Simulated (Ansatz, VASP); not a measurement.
# HgTe in VASP and in Ansatz

```
Hg Te
1.0
     4.70197    0.00000    0.00000
    -2.35099    4.07203    0.00000
     2.35099   -1.35734    3.83915
Hg Te
1 1
Direct
  0.00000 0.00000 0.00000
  0.25000 0.75000 0.25000
```

Alike in both runs: task single point; functional PBE; k mesh 9 × 9 × 9; occupations gaussian, width 0.1 eV; non-collinear spin, spin-orbit coupling.

|  | VASP | Ansatz |
| --- | --- | --- |
| version | VASP 6.6.1 | Ansatz 0.2.0 |
| potentials or method | VASP PAW PBE potentials, release 64 (Hg, Te), cutoff 520 eV | plane waves, PAW |
| valence electrons in the cell | 18 | 36 |

VASP gave:

| Property | Result |
| --- | --- |
| pressure (GPa) | -0.1 |

Problem. Estimate Ansatz's values.

Solution. Pressure (GPa): -0.3.

VASP's potentials hold 18 valence electrons a cell and Ansatz's 36, so a difference there can come from the potentials and not from the codes.
